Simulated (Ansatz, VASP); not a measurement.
# One calculation of La, two programs

```
La
1.0
     3.79935    0.00000    0.00000
    -1.89967    3.29033    0.00000
     0.00000    0.00000    6.14988
La
2
Direct
  0.33333 0.66667 0.25000
  0.66667 0.33333 0.75000
```

Change from the starting cell: functional lda, volume scaled by 1.04, PAW files.

Alike in both runs: task electric field gradients; functional LDA; k mesh 11 × 11 × 6; occupations fermi-dirac, width 0.08 eV; no spin polarisation.

|  | VASP | Ansatz |
| --- | --- | --- |
| version | VASP 6.6.1 | Ansatz 0.2.0 |
| potentials or method | VASP PAW LDA potentials, release 64 (La) | PAW with Ansatz's default frozen-core files, scalar-relativistic |
| plane-wave cutoff (eV) | 520 | 420 |
| valence electrons in the cell | 22 | 22 |

|  | VASP | Ansatz | Ansatz less VASP |
| --- | --- | --- | --- |
| pressure (GPa) | -3.8 | -3.7 | +0.05 |
| traceless stress, the component that is largest in VASP (GPa) | -0.12 | -0.12 | +0.002 |
| size of Vzz on the site where it differs most (V/Å²) | 9.5 | 8.4 | -1.08 |

LDA's correlation is that of Perdew and Zunger in VASP and of Perdew and Wang (1992) in Ansatz.

Neither program's run includes spin-orbit coupling.
